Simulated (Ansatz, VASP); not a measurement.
# One calculation of Ag, two programs

INCAR

```
PREC = Accurate ; ENCUT = 520
EDIFF = 1E-6 ; ISMEAR = -1
SIGMA = 0.1 ; LREAL = F
LASPH = T ; NELM = 60
ALGO = Normal ; ISIF = 2
LWAVE = F ; LCHARG = F
GGA = CA ; NBANDS = 12
```

Contents of KPOINTS:

```
Automatic mesh
0
Gamma
  11 11 11
```

The input POSCAR:

```
Ag
1.0
    0.0000000000      1.9996579419      1.9996579419
    1.9996579419      0.0000000000      1.9996579419
    1.9996579419      1.9996579419      0.0000000000
Ag
1
Direct
    0.0000000000      0.0000000000      0.0000000000
```

Input for Ansatz:

```yaml
crystal:
  lattice:
    - [0.0, 1.9996579419, 1.9996579419]
    - [1.9996579419, 0.0, 1.9996579419]
    - [1.9996579419, 1.9996579419, 0.0]
  atoms:
    - { symbol: Ag, position: [0.0, 0.0, 0.0] }
hamiltonian:
  xc: lda
  pseudopotentials:
    kind: paw
    azcp:
      Ag: "pseudopotentials/Ag.paw.azcp"
basis:
  ecutwfc: 420
  fft_grid_basis: typed
kpoints:
  mp_grid: { grid: [11, 11, 11], shift: [0, 0, 0] }
magnetization:
  spin_polarized: false
scf:
  occupations: { method: fermi_dirac, width: 0.1 }
  lower_state_search: "off"
output:
  stress: true
```

Alike in both runs: task single point; functional LDA; k mesh 11 × 11 × 11; occupations fermi-dirac, width 0.1 eV; no spin polarisation.

|  | VASP | Ansatz |
| --- | --- | --- |
| version | VASP 6.6.1 | Ansatz 0.2.0 |
| potentials or method | VASP PAW LDA potentials, release 64 (Ag), cutoff 520 eV | plane waves (420 eV) with PAW, scalar-relativistic |
| valence electrons in the cell | 11 | 19 |

Ansatz gave:

```
pressure (GPa) : -0.1
```

What did VASP give for the same quantities?

Pressure (GPa): 0.1.

Ansatz warns that its potentials were made for another functional, while VASP's fit it. LDA's correlation is that of Perdew and Zunger in VASP and of Perdew and Wang (1992) in Ansatz. VASP's potentials hold 11 valence electrons a cell and Ansatz's 19, so a difference there can come from the potentials and not from the codes.
